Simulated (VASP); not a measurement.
# Al3GaN4: single point with PBEsol

Al3GaN4:

```
Al Ga N
1.0
     5.04341    0.00000    0.00011
     0.00000    3.13007    0.00000
    -0.00324    0.00000    5.41799
Al Ga N
3 1 4
Direct
  0.48410 0.50000 0.15659
  0.00092 0.50000 0.83481
  0.00109 0.00000 0.33169
  0.49942 0.00000 0.66620
  0.11117 0.00000 0.66633
  0.12245 0.50000 0.16716
  0.62512 0.50000 0.84019
  0.62319 0.00000 0.32629
```

This cell differs from its parent crystal: atom 1 (Al) moved +0.100 Å towards its neighbour atom 2 (Al) at 3.095 Å.

```yaml
Program: VASP 6.6.1
Task: single point
Functional: PBEsol
Potentials_or_basis: VASP PAW PBE potentials, release 64 (Al, Ga_d, N)
Cutoff: 520 eV
k_mesh: 6 × 8 × 4
Occupations: gaussian, width 0.05 eV
Spin: no spin polarisation
```

| Quantity | Value |
| --- | --- |
| Pressure | 0.3 GPa |
| Largest force | 2.199 eV/Å |
| Band gap on the k mesh | 3.36 eV, direct |

Forces on the atoms (eV/Å):
```
Al   1.817  0.000  1.239
Al  -0.248  0.000 -0.072
Al  -0.440  0.000  0.034
Ga   0.136  0.000 -0.425
N   -0.018  0.000  0.084
N   -0.735  0.000 -0.161
N   -0.049  0.000 -0.230
N   -0.461  0.000 -0.470
```

Stress tensor (GPa, compression positive):
```
 2.35  0.00 -0.69
 0.00 -1.40  0.00
-0.69  0.00  0.02
```

Levels at points of the mesh, in eV from the valence-band top:
```tsv
k point	band 17	band 18	band 19	band 20	band 21	band 22	band 23	band 24	band 25	band 26
(0.00, 0.00, 0.00)	-1.08	-0.74	-0.18	-0.13	0.00	3.36	5.26	5.73	5.79	7.52
(0.50, 0.00, 0.00)	-1.43	-0.92	-0.91	-0.31	-0.16	4.64	5.04	5.56	5.82	8.33
(0.00, 0.50, 0.00)	-3.10	-2.05	-1.89	-1.79	-1.58	5.31	5.57	7.50	7.58	7.83
(0.50, 0.50, 0.00)	-3.04	-1.47	-1.32	-1.21	-0.99	5.88	6.24	6.35	6.55	8.06
(0.00, 0.00, 0.50)	-1.74	-0.79	-0.53	-0.41	-0.36	5.30	5.68	6.77	7.27	7.52
(0.50, 0.00, 0.50)	-1.58	-1.49	-1.34	-0.97	-0.72	5.60	5.98	6.19	6.25	7.96
(0.00, 0.50, 0.50)	-2.34	-2.10	-1.98	-0.92	-0.69	5.03	5.39	5.59	5.79	6.78
(0.50, 0.50, 0.50)	-1.77	-1.65	-1.45	-1.41	-1.22	4.55	4.82	4.89	5.22	7.62
```

Wall time 91 s on 1 thread of Intel(R) Xeon(R) Platinum 8559C (Emerald Rapids), on a shared host, peak memory 0.29 GiB.

Caveat: the cell differs from its parent crystal (atom 1 (Al) moved +0.100 Å towards its neighbour atom 2 (Al) at 3.095 Å); the PAW data sets were made with another functional, which shifts forces and pressure a little. A k mesh can miss the band edges.
